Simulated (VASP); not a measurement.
Be2BiSb2:

```
Be Sb Bi
1.0
    -1.90013    3.00722    3.98516
     1.90013   -3.00722    3.98516
     1.90013    3.00722   -3.98516
Be Sb Bi
2 2 1
Direct
  0.71914 0.21914 0.50000
  0.28086 0.78086 0.50000
  0.70307 0.50000 0.20307
  0.29693 0.50000 0.79693
  0.00000 0.00000 0.00000
```

| Item | Value |
| --- | --- |
| Program | VASP 6.6.1 |
| Task | relaxation of cell and atoms |
| Functional | PBEsol |
| Potentials or basis | VASP PAW PBE potentials, release 64 (Be, Sb, Bi_d) |
| Cutoff | 600 eV |
| k mesh | 6 × 6 × 6 |
| Occupations | gaussian, width 0.1 eV |
| Spin | no spin polarisation |

At the start: pressure 35.2 GPa; volume 18.22 Å³/atom.

**Question.** Where does the relaxation end?

**Answer.** Over 23 steps the energy falls by 1246.9 meV/atom and the volume is 20.92 Å³/atom (+14.8 %); space group Immm (No. 71, to 0.1 Å) before and after.

Step by step:
```csv
step,energy change (eV),largest force (eV/Å),pressure (GPa),volume (Å³)
1,0.0000,0.2867,35.23,91.09
2,-3.0128,0.0798,-10.78,150.68
3,-4.1499,0.1517,-3.77,122.06
4,-4.1498,0.1385,-4.09,122.73
5,-4.8010,0.1430,-3.39,115.09
6,-5.1166,1.5909,10.65,90.90
7,-5.3647,0.9470,1.70,101.10
8,-5.3719,1.0780,2.74,99.38
9,-5.6327,1.0347,-0.09,102.06
10,-5.7354,0.9563,-1.48,103.99
11,-5.7566,0.4477,-2.59,107.27
12,-5.7806,0.7984,-2.16,105.52
13,-5.9203,0.3038,1.05,101.63
14,-5.9253,0.3491,0.48,102.17
15,-6.0857,0.2949,1.14,102.03
16,-5.7844,1.2606,6.84,100.33
17,-6.1838,0.4533,2.02,101.72
18,-6.1846,0.5670,2.51,101.57
19,-6.1548,0.1041,-2.35,109.83
20,-6.2219,0.2663,0.23,104.98
21,-6.2331,0.1043,-0.19,105.22
22,-6.2332,0.0914,-0.22,105.24
23,-6.2345,0.0055,0.12,104.60
```

Final structure:
```xyz
5
Lattice="-1.8290 4.5830 3.1196 1.8290 -4.5830 3.1196 1.8290 4.5830 -3.1196" Properties=species:S:1:pos:R:3 pbc="T T T"
Be    0.0000    4.5830    1.0588
Be    1.8290    0.0000    2.0608
Sb    0.0000    1.5928    3.1196
Sb    1.8290    2.9903    0.0000
Bi    0.0000    0.0000    0.0000
```

Caveat: the PAW data sets were made with another functional, which shifts forces and pressure a little.
